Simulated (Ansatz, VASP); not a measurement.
**Two plane-wave programs on FeCo**

```xyz
2
Lattice="2.7568 0.0000 0.0000 0.0000 2.7568 0.0000 0.0000 0.0000 2.7568" Properties=species:S:1:pos:R:3 pbc="T T T"
Fe    1.3784    1.3784    1.3784
Co    0.0000    0.0000    0.0000
```

Alike in both runs: task single point; functional PBE; k mesh 14 × 14 × 14; occupations gaussian, width 0.1 eV; collinear spin.

|  | VASP | Ansatz |
| --- | --- | --- |
| version | VASP 6.6.1 | Ansatz 0.2.0 |
| potentials or method | VASP PAW PBE potentials, release 64 (Fe, Co), cutoff 600 eV | scalar-relativistic, plane waves, PAW |
| valence electrons in the cell | 17 | 33 |

```tsv
	VASP	Ansatz	Ansatz less VASP
gap on the k mesh at the Fermi level (eV)	none	none	-
pressure (GPa)	21.5	22.6	+1.04
net moment per atom (μB)	2.19	2.19	+0.007
size of the moment on the site where the two differ most (μB)	1.72	1.79	+0.075
```

Site moments also hang on the region over which each program counts them. A gap of «none» marks a metal or a gap that the smearing closes. VASP's potentials hold 17 valence electrons a cell and Ansatz's 33, so a difference there can come from the potentials and not from the codes.
